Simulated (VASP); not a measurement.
Write the native input for VASP 6.6.1 that does the following.

| Quantity | Value |
| --- | --- |
| Task | single point |
| Functional | r2SCAN |
| Potentials or basis | VASP PAW PBE potentials, release 64 (Al, Ru_pv) |
| Cutoff | 520 eV |
| k mesh | 14 × 14 × 14 |
| Occupations | gaussian, width 0.1 eV |
| Spin | no spin polarisation |
| Dipole correction | no |
| Further INCAR settings | ALGO = Normal; EDIFF = 1e-07; NBANDS = 16 |

AlRu:

```
CELL_PARAMETERS angstrom
2.98715 0.00000 0.00000
0.00000 2.98715 0.00000
0.00000 0.00000 2.98715
ATOMIC_POSITIONS crystal
Al 0.00000 0.00000 0.00000
Ru 0.50000 0.50000 0.50000
```

One way to write it, as run:

POSCAR

```
AlRu
1.0
    2.9871495385      0.0000000000      0.0000000000
    0.0000000000      2.9871495385      0.0000000000
    0.0000000000      0.0000000000      2.9871495385
Al Ru
1 1
Direct
    0.0000000000      0.0000000000      0.0000000000
    0.5000000000      0.5000000000      0.5000000000
```

INCAR.step1

```
PREC     = Accurate       # precision mode
ENCUT    = 520            # plane-wave cutoff, eV
ISMEAR   = 0              # smearing method
SIGMA    = 0.1            # smearing width, eV
LREAL    = False          # projectors in reciprocal space
LASPH    = True           # aspherical terms in the spheres
NELM     = 80             # most SCF steps
NBANDS   = 16             # bands
GGA      = PE             # functional
ALGO     = Normal         # electronic algorithm
EDIFF    = 1E-4           # SCF threshold, eV
LWAVE    = True           # write WAVECAR
LCHARG   = False          # write CHGCAR
```

INCAR.step2

```
PREC     = Accurate       # precision mode
ENCUT    = 520            # plane-wave cutoff, eV
EDIFF    = 1E-7           # SCF threshold, eV
ISMEAR   = 0              # smearing method
SIGMA    = 0.1            # smearing width, eV
LREAL    = False          # projectors in reciprocal space
LASPH    = True           # aspherical terms in the spheres
NELM     = 80             # most SCF steps
ALGO     = Normal         # electronic algorithm
ISIF     = 2              # what is computed and relaxed
LWAVE    = False          # write WAVECAR
LCHARG   = False          # write CHGCAR
METAGGA  = R2SCAN         # meta-GGA
LMIXTAU  = True         
NBANDS   = 16             # bands
ISTART   = 1
```

KPOINTS

```
Automatic mesh
0
Gamma
  14 14 14
```

Potentials or basis: VASP PAW PBE potentials, release 64 (Al, Ru_pv).

Command:

```console
$ cat potpaw_PBE.64/Al/POTCAR potpaw_PBE.64/Ru_pv/POTCAR > POTCAR
$ cp INCAR.step1 INCAR
$ mpirun -np 1 vasp_std > vasp.out
$ cp INCAR.step2 INCAR
$ mpirun -np 1 vasp_std > vasp.out
```

Results of the run:

```
Pressure : -0.9 GPa
```

Caveat: the PAW data sets were made with another functional, which shifts forces and pressure a little.

It took 60 s on 1 thread of Intel(R) Xeon(R) Platinum 8488C (Sapphire Rapids), with other jobs on the host, peak memory 0.18 GiB.
